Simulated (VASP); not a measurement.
# Na3WClO4 (P4/nmm) in VASP: further runs

Na3WClO4 is run at these levels: PBE; tasks: single point.

All numbers are computed with VASP 6.6.1; they aren't measurements. Logs are shortened: lines on timing, memory, paths and dates and some standing lists are left out, and cuts for length are marked.

### 1 The cell of the first run

The structure is tetragonal, space group P4/nmm (No. 129). The conventional cell has a = 7.442 Å, b = 7.442 Å, c = 5.306 Å, α = 90.00°, β = 90.00°, γ = 90.00°. Na (site symmetry 4mm) has 4 O at 2.31 Å and 2 Cl at 2.56 to 2.74 Å within 3.1 Å. Na (site symmetry 2/m) has 4 O at 2.47 Å and 2 Cl at 2.77 Å and 2 Na at 3.24 Å within 3.3 Å. W (site symmetry -4m2) has 4 O at 1.79 Å within 2.4 Å. Cl (site symmetry 4mm) has 6 Na at 2.56 to 2.77 Å and 4 O at 3.34 Å within 3.4 Å. Within 2.5 Å of O (site symmetry m) lie 1 W at 1.79 Å and 3 Na at 2.31 to 2.47 Å.

### 2 Single point, PBE (16.33 Å³/atom)

Input file INCAR:

```
SYSTEM = Na3WClO4
PREC     = Accurate       ! precision mode
ENCUT    = 520            ! plane-wave cutoff, eV
EDIFF    = 1E-6           ! SCF threshold, eV
ISMEAR   = -1             ! smearing method
SIGMA    = 0.02           ! smearing width, eV
LREAL    = Auto         
LASPH    = .TRUE.         ! aspherical terms in the spheres
NELM     = 100            ! most SCF steps
ALGO     = Normal         ! electronic algorithm
ISIF     = 2              ! what is computed and relaxed
LWAVE    = .FALSE.        ! write WAVECAR
LCHARG   = .FALSE.        ! write CHGCAR
GGA      = PE             ! functional
NBANDS   = 81             ! bands
```

Input file KPOINTS:

```
regular mesh
0
G
  3 3 4
  0 0 0
```

Input file POSCAR:

```
Na3WClO4
1.0
    7.4421544036      0.0000000000      0.0000000000
    0.0000000000      7.4421544036      0.0000000000
    0.0000000000      0.0000000000      5.3058548840
Na W Cl O
6 2 2 8
Direct
    0.5000000000      0.0000000000      0.3557859017
    0.0000000000      0.5000000000      0.6442140983
    0.7500000000      0.2500000000      0.0000000000
    0.2500000000      0.2500000000      0.0000000000
    0.2500000000      0.7500000000      0.0000000000
    0.7500000000      0.7500000000      0.0000000000
    0.0000000000      0.0000000000      0.5000000000
    0.5000000000      0.5000000000      0.5000000000
    0.5000000000      0.0000000000      0.8389810382
    0.0000000000      0.5000000000      0.1610189618
    0.8080605216      0.0000000000      0.2963778074
    0.5000000000      0.3080605216      0.2963778074
    0.1919394784      0.0000000000      0.2963778074
    0.5000000000      0.6919394784      0.2963778074
    0.3080605216      0.5000000000      0.7036221926
    0.0000000000      0.1919394784      0.7036221926
    0.6919394784      0.5000000000      0.7036221926
    0.0000000000      0.8080605216      0.7036221926
```

Potentials or basis: VASP PAW PBE potentials, release 64 (Na_pv, W_sv, Cl, O).

Command:

```
$ cat potpaw_PBE.64/Na_pv/POTCAR potpaw_PBE.64/W_sv/POTCAR potpaw_PBE.64/Cl/POTCAR potpaw_PBE.64/O/POTCAR > POTCAR
$ mpirun -np 1 vasp_std > vasp.out
```

OUTCAR:

```text
SYSTEM = Na3WClO4
   PREC = Accurate
   ENCUT = 520
   EDIFF = 1E-6
   ISMEAR = -1
   LREAL = Auto
   LASPH = .TRUE.
   NELM = 100
   ISIF = 2
   GGA = PE

 ion  position               nearest neighbor table
   1  0.500  0.000  0.356-  11 2.31  12 2.31  13 2.31  14 2.31   9 2.56
   2  0.000  0.500  0.644-  15 2.31  16 2.31  17 2.31  18 2.31  10 2.56
   3  0.750  0.250  0.000-
   4  0.250  0.250  0.000-
   5  0.250  0.750  0.000-
   6  0.750  0.750  0.000-
   7  0.000  0.000  0.500-  11 1.79  13 1.79  16 1.79  18 1.79
   8  0.500  0.500  0.500-  12 1.79  14 1.79  15 1.79  17 1.79
   9  0.500  0.000  0.839-   1 2.56
  10  0.000  0.500  0.161-   2 2.56
  11  0.808  0.000  0.296-   7 1.79   1 2.31
  12  0.500  0.308  0.296-   8 1.79   1 2.31
  13  0.192  0.000  0.296-   7 1.79   1 2.31
  14  0.500  0.692  0.296-   8 1.79   1 2.31
  15  0.308  0.500  0.704-   8 1.79   2 2.31
  16  0.000  0.192  0.704-   7 1.79   2 2.31
  17  0.692  0.500  0.704-   8 1.79   2 2.31
  18  0.000  0.808  0.704-   7 1.79   2 2.31

  LATTYP: Found a simple tetragonal cell.
 ALAT       =     7.4421544036
 C/A-ratio  =     0.7129460901

  Lattice vectors:

 A1 = (   7.4421544036,   0.0000000000,   0.0000000000)
 A2 = (   0.0000000000,   7.4421544036,   0.0000000000)
 A3 = (   0.0000000000,   0.0000000000,   5.3058548840)

Analysis of symmetry for initial positions (statically):
=====================================================================
 Subroutine PRICEL returns:
 Original cell was already a primitive cell.

 Routine SETGRP: Setting up the symmetry group for a
 simple tetragonal supercell.

 Subroutine GETGRP returns: Found 16 space group operations
 (whereof  8 operations were pure point group operations)
 out of a pool of 16 trial point group operations.

The static configuration has the point symmetry D_2d.
 The point group associated with its full space group is D_4h.

Analysis of symmetry for dynamics (positions and initial velocities):
=====================================================================
 Subroutine PRICEL returns:
 Original cell was already a primitive cell.

 Routine SETGRP: Setting up the symmetry group for a
 simple tetragonal supercell.

 Subroutine GETGRP returns: Found 16 space group operations
 (whereof  8 operations were pure point group operations)
 out of a pool of 16 trial point group operations.

The dynamic configuration has the point symmetry D_2d.
 The point group associated with its full space group is D_4h.

 Subroutine INISYM returns: Found 16 space group operations
 (whereof  8 operations are pure point group operations),
 and found     1 'primitive' translations

----------------------------------------------------------------------------------------

                                     Primitive cell

  volume of cell :     293.8683

  direct lattice vectors                    reciprocal lattice vectors
     7.442154404  0.000000000  0.000000000     0.134369693  0.000000000  0.000000000
     0.000000000  7.442154404  0.000000000     0.000000000  0.134369693  0.000000000
     0.000000000  0.000000000  5.305854884     0.000000000  0.000000000  0.188471042

  length of vectors
     7.442154404  7.442154404  5.305854884     0.134369693  0.134369693  0.188471042

  position of ions in fractional coordinates (direct lattice)
     0.500000000  0.000000000  0.355785902
     0.000000000  0.500000000  0.644214098
     0.750000000  0.250000000  0.000000000
     0.250000000  0.250000000  0.000000000
     0.250000000  0.750000000  0.000000000
     0.750000000  0.750000000  0.000000000
[... 10 lines left out ...]
     0.691939478  0.500000000  0.703622193
     0.000000000  0.808060522  0.703622193

  ion indices of the primitive-cell ions
   primitive index   ion index
                 1           1
                 2           2
                 3           3
                 4           4
                 5           5
                 6           6
[... 10 lines left out ...]
                17          17
                18          18

----------------------------------------------------------------------------------------

 KPOINTS: regular mesh

Automatic generation of k-mesh.
 Grid dimensions read from file:
 generate k-points for:    3    3    4

 Generating k-lattice:

  Cartesian coordinates                     Fractional coordinates (reciprocal lattice)
     0.044789898  0.000000000  0.000000000     0.333333333  0.000000000  0.000000000
     0.000000000  0.044789898  0.000000000     0.000000000  0.333333333  0.000000000
     0.000000000  0.000000000  0.047117761     0.000000000  0.000000000  0.250000000

  Length of vectors
     0.044789898  0.044789898  0.047117761

  Shift w.r.t. Gamma in fractional coordinates (k-lattice)
     0.000000000  0.000000000  0.000000000

 Subroutine IBZKPT returns following result:
 ===========================================

 Found      9 irreducible k-points:

 Following reciprocal coordinates:
            Coordinates               Weight
  0.000000  0.000000  0.000000      1.000000
  0.333333  0.000000  0.000000      4.000000
  0.333333  0.333333  0.000000      4.000000
  0.000000  0.000000  0.250000      2.000000
  0.333333  0.000000  0.250000      8.000000
  0.333333  0.333333  0.250000      8.000000
  0.000000  0.000000  0.500000      1.000000
  0.333333  0.000000  0.500000      4.000000
  0.333333  0.333333  0.500000      4.000000
   k-points           NKPTS =      9   k-points in BZ     NKDIM =      9   number of bands    NBANDS=     81
   number of dos      NEDOS =    301   number of ions     NIONS =     18
   total plane-waves  NPLWV = 125440
   dimension x,y,z NGX =    56 NGY =   56 NGZ =   40
   dimension x,y,z NGXF=   112 NGYF=  112 NGZF=   80
   ions per type =               6   2   2   8
   NGX,Y,Z   is equivalent  to a cutoff of  12.51, 12.51, 12.53 a.u.
   NGXF,Y,Z  is equivalent  to a cutoff of  25.02, 25.02, 25.07 a.u.
 SYSTEM =  Na3WClO4
   PREC   = accura    normal or accurate (medium, high low for compatibility)
   ISTART =      0    job   : 0-new  1-cont  2-samecut
   ICHARG =      2    charge: 1-file 2-atom 10-const
   ISPIN  =      1    spin polarized calculation?
   LNONCOLLINEAR =      F non collinear calculations
   LSORBIT =      F    spin-orbit coupling
[... 19 lines left out ...]
   EFERMI_NEDOS =   21; number of points for ismear=-14 and -15
   IALGO  =     38    algorithm
   IMIX   =      4    mixing-type and parameters
     AMIX     =   0.40;   BMIX     =  1.00
     AMIX_MAG =   1.60;   BMIX_MAG =  1.00
  volume/ion in A,a.u.               =      16.33       110.17
  Fermi-wavevector in a.u.,A,eV,Ry     =   1.253762  2.369267 21.387271  1.571920
  Thomas-Fermi vector in A             =   2.387600
   LORBIT       =      0    0 simple, 1 ext, 2 COOP (PROOUT), +10 PAW based schemes
   GGA     = PE    functional components
   LHFCALC =     F    Hartree Fock is set to
   AEXX    =    0.0000 exact exchange contribution
   IVDW    =     0    specifies the selected vdW correction
   LEPSILON=     F    determine dielectric tensor
   LRPA    =     F    only Hartree local field effects (RPA)
 non-spin polarized calculation
  energy-cutoff  :      520.00
  volume of cell :      293.87
 maximum number of plane-waves:      7928
 NGX is ok and might be reduce to    56
   NGX = 27   NGY = 27   NGZ = 19

 number of electron     131.9999927 magnetization

 Free energy of the ion-electron system (eV)
  ---------------------------------------------------
  ext. energy  EPLUGINS =         0.00000000
  ---------------------------------------------------
  free energy    TOTEN  =      -114.63469864 eV

  energy without entropy =     -114.63469864  energy(sigma->0) =     -114.63469864

 E-fermi :   0.1900     XC(G=0):  -8.8589

 val. band max:       -0.2978427066   @ k =   0.0000   0.0000   0.5000
 cond. band min:       4.4074789929   @ k =   0.0000   0.0000   0.0000
 fundamental gap:      4.7053216995
 Fermi energy:         0.1899708924

 k-point     1 :       0.0000    0.0000    0.0000
  band No.  band energies     occupation
      1     -73.1964      2.00000
      2     -73.1964      2.00000
      3     -37.6381      2.00000
      4     -37.6380      2.00000
      5     -37.6303      2.00000
      6     -37.6303      2.00000
[... 70 lines left out ...]
     77       6.9123      0.00000
     78       7.0306      0.00000

 k-point     2 :       0.3333    0.0000    0.0000
  band No.  band energies     occupation
      1     -73.1964      2.00000
      2     -73.1964      2.00000
      3     -37.6381      2.00000
      4     -37.6380      2.00000
      5     -37.6302      2.00000
      6     -37.6302      2.00000
[... 70 lines left out ...]
     77       6.8296      0.00000
     78       6.8404      0.00000

 k-point     3 :       0.3333    0.3333    0.0000
  band No.  band energies     occupation
      1     -73.1964      2.00000
      2     -73.1964      2.00000
      3     -37.6381      2.00000
      4     -37.6380      2.00000
      5     -37.6303      2.00000
      6     -37.6302      2.00000
[... 70 lines left out ...]
     77       6.9303      0.00000
     78       6.9638      0.00000

 k-point     4 :       0.0000    0.0000    0.2500
  band No.  band energies     occupation
      1     -73.1964      2.00000
      2     -73.1964      2.00000
      3     -37.6382      2.00000
      4     -37.6381      2.00000
      5     -37.6303      2.00000
      6     -37.6303      2.00000
[... 70 lines left out ...]
     77       6.9666      0.00000
     78       7.3513      0.00000

 k-point     5 :       0.3333    0.0000    0.2500
  band No.  band energies     occupation
      1     -73.1964      2.00000
      2     -73.1964      2.00000
      3     -37.6382      2.00000
      4     -37.6381      2.00000
      5     -37.6302      2.00000
      6     -37.6302      2.00000
[... 70 lines left out ...]
     77       6.9028      0.00000
     78       6.9434      0.00000

 k-point     6 :       0.3333    0.3333    0.2500
  band No.  band energies     occupation
      1     -73.1964      2.00000
      2     -73.1964      2.00000
      3     -37.6382      2.00000
      4     -37.6381      2.00000
      5     -37.6303      2.00000
      6     -37.6302      2.00000
[... 70 lines left out ...]
     77       6.9251      0.00000
     78       7.0640      0.00000

 k-point     7 :       0.0000    0.0000    0.5000
  band No.  band energies     occupation
      1     -73.1964      2.00000
      2     -73.1964      2.00000
      3     -37.6383      2.00000
      4     -37.6382      2.00000
      5     -37.6302      2.00000
      6     -37.6302      2.00000
[... 70 lines left out ...]
     77       7.0118      0.00000
     78       7.0469      0.00000

 k-point     8 :       0.3333    0.0000    0.5000
  band No.  band energies     occupation
      1     -73.1964      2.00000
      2     -73.1964      2.00000
      3     -37.6383      2.00000
      4     -37.6382      2.00000
      5     -37.6302      2.00000
      6     -37.6302      2.00000
[... 70 lines left out ...]
     77       6.9604      0.00000
     78       7.2159      0.00000

 k-point     9 :       0.3333    0.3333    0.5000
  band No.  band energies     occupation
      1     -73.1964      2.00000
      2     -73.1964      2.00000
      3     -37.6383      2.00000
      4     -37.6382      2.00000
      5     -37.6303      2.00000
      6     -37.6302      2.00000
[... 70 lines left out ...]
     77       6.9004      0.00000
     78       7.3946      0.00000
 [bands above 78 left out]

------------------------ aborting loop because EDIFF is reached ----------------------------------------

  FORCE on cell =-STRESS in cart. coord.  units (eV):
  Direction    XX          YY          ZZ          XY          YZ          ZX
  --------------------------------------------------------------------------------------
  -------------------------------------------------------------------------------------
  Total        6.3828793      6.3828793      6.1751706      0.0000000      0.0000000      0.0000000
  in kB       34.7996195     34.7996195     33.6671861      0.0000000      0.0000000      0.0000000
  external PRESSURE =      34.4221417 kB  Pullay stress =       0.0000000 kB

 VOLUME and BASIS-vectors are now :
 -----------------------------------------------------------------------------
  energy-cutoff  :      520.00
  volume of cell :      293.87
      direct lattice vectors                 reciprocal lattice vectors
     7.442154404  0.000000000  0.000000000     0.134369693  0.000000000  0.000000000
     0.000000000  7.442154404  0.000000000     0.000000000  0.134369693  0.000000000
     0.000000000  0.000000000  5.305854884     0.000000000  0.000000000  0.188471042

 POSITION                                       TOTAL-FORCE (eV/Angst)
 -----------------------------------------------------------------------------------
      3.72108      0.00000      1.88775         0.000000      0.000000     -0.006148
      0.00000      3.72108      3.41811         0.000000      0.000000      0.006148
      5.58162      1.86054      0.00000         0.000000      0.000000     -0.000000
      1.86054      1.86054      0.00000         0.000000      0.000000     -0.000000
      1.86054      5.58162      0.00000         0.000000      0.000000     -0.000000
      5.58162      5.58162      0.00000         0.000000      0.000000     -0.000000
[... 10 lines left out ...]
      5.14952      3.72108      3.73332         0.322838      0.000000      0.248530
      0.00000      6.01371      3.73332         0.000000     -0.322838      0.248530
 -----------------------------------------------------------------------------------
    total drift:                                0.000000     -0.000000     -0.000000

  FREE ENERGIE OF THE ION-ELECTRON SYSTEM (eV)
  ---------------------------------------------------
  free  energy   TOTEN  =      -114.6346986379 eV

  energy  without entropy=     -114.6346986379  energy(sigma->0) =     -114.63469864
```

Wall time 5.9 min (1 thread of Intel Xeon Platinum 8375C at 2.90GHz (Ice Lake), shared host); peak memory 0.43 GiB.

Results:

- Free energy: -114.6347 eV
- Pressure: 3.4 GPa
- Largest force: 0.407 eV/Å
- Band gap on the k mesh: 4.71 eV (least direct gap 4.73 eV)

Forces on the atoms (eV/Å):
```
Na   0.000  0.000 -0.006
Na   0.000  0.000  0.006
Na   0.000  0.000  0.000
Na   0.000  0.000  0.000
Na   0.000  0.000  0.000
Na   0.000  0.000  0.000
W    0.000  0.000  0.000
W    0.000  0.000  0.000
Cl   0.000  0.000 -0.014
Cl   0.000  0.000  0.014
O   -0.323  0.000 -0.249
O    0.000 -0.323 -0.249
O    0.323  0.000 -0.249
O    0.000  0.323 -0.249
O   -0.323  0.000  0.249
O    0.000  0.323  0.249
O    0.323  0.000  0.249
O    0.000 -0.323  0.249
```

Stress tensor (GPa, compression positive):
```
3.48 0.00 0.00
0.00 3.48 0.00
0.00 0.00 3.37
```

Caveat: the cell stands under pressure; spin-orbit coupling is left out, which moves the levels of the heavy elements. A k mesh can miss the band edges.

### 3 Single point, PBE

This run uses another cell than the first one, of 16.83 Å³/atom.

Input file INCAR:

```
ALGO     = Normal         # electronic algorithm
EDIFF    = 1E-7           # SCF threshold, eV
ENCUT    = 520            # plane-wave cutoff, eV
GGA      = PE             # functional
ISIF     = 2              # what is computed and relaxed
ISMEAR   = -1             # smearing method
LASPH    = T              # aspherical terms in the spheres
LCHARG   = F              # write CHGCAR
LREAL    = Auto         
LWAVE    = F              # write WAVECAR
NBANDS   = 81             # bands
NELM     = 80             # most SCF steps
PREC     = Accurate       # precision mode
SIGMA    = 0.02           # smearing width, eV
```

Input file KPOINTS:

```
k-points
0
Gamma
  3 3 4
```

Input file POSCAR:

```
Na3WClO4
1.0
    7.5181000000      0.0000000000      0.0000000000
    0.0000000000      7.5181000000      0.0000000000
    0.0000000000      0.0000000000      5.3600000000
Na W Cl O
6 2 2 8
Direct
    0.5000000000      0.0000000000      0.3583709896
    0.0000000000      0.5000000000      0.6416290104
    0.7500000000      0.2500000000      0.0000000000
    0.2500000000      0.2500000000      0.0000000000
    0.2500000000      0.7500000000      0.0000000000
    0.7500000000      0.7500000000      0.0000000000
    0.0000000000      0.0000000000      0.5000000000
    0.5000000000      0.5000000000      0.5000000000
    0.5000000000      0.0000000000      0.8419851682
    0.0000000000      0.5000000000      0.1580148318
    0.8093580868      0.0000000000      0.2988253796
    0.5000000000      0.3093580868      0.2988253796
    0.1906419132      0.0000000000      0.2988253796
    0.5000000000      0.6906419132      0.2988253796
    0.3093580868      0.5000000000      0.7011746204
    0.0000000000      0.1906419132      0.7011746204
    0.6906419132      0.5000000000      0.7011746204
    0.0000000000      0.8093580868      0.7011746204
```

Potentials or basis: VASP PAW PBE potentials, release 64 (Na_pv, W_sv, Cl, O).

Command:

```
$ cat potpaw_PBE.64/Na_pv/POTCAR potpaw_PBE.64/W_sv/POTCAR potpaw_PBE.64/Cl/POTCAR potpaw_PBE.64/O/POTCAR > POTCAR
$ mpirun -np 1 vasp_std > vasp.out
```

Run time: 6.3 min. Hardware: 1 thread of Intel Xeon Platinum 8375C at 2.90GHz (Ice Lake), shared host; peak memory 0.43 GiB.

Results (log left out):

```yaml
Free_energy: -114.7455 eV
Pressure: 2.1 GPa
Largest_force: 0.399 eV/Å
Band_gap_on_the_k_mesh: 4.66 eV (least direct gap 4.68 eV)
```

Forces on the atoms (eV/Å):
```
Na   0.000  0.000 -0.008
Na   0.000  0.000  0.008
Na   0.000  0.000  0.000
Na   0.000  0.000  0.000
Na   0.000  0.000  0.000
Na   0.000  0.000  0.000
W    0.000  0.000  0.000
W    0.000  0.000  0.000
Cl   0.000  0.000  0.004
Cl   0.000  0.000 -0.004
O   -0.319  0.000 -0.239
O    0.000 -0.319 -0.239
O    0.319  0.000 -0.239
O    0.000  0.319 -0.239
O   -0.319  0.000  0.239
O    0.000  0.319  0.239
O    0.319  0.000  0.239
O    0.000 -0.319  0.239
```

Levels at points of the mesh, in eV from the valence-band top:
| k point | band 64 | band 65 | band 66 | band 67 | band 68 | band 69 |
| --- | --- | --- | --- | --- | --- | --- |
| (0.00, 0.00, 0.00) | -0.14 | -0.14 | -0.02 | 4.66 | 5.03 | 5.34 |
| (0.00, 0.00, 0.50) | -0.04 | 0.00 | 0.00 | 5.24 | 5.47 | 5.58 |

Caveat: spin-orbit coupling is left out, which moves the levels of the heavy elements.
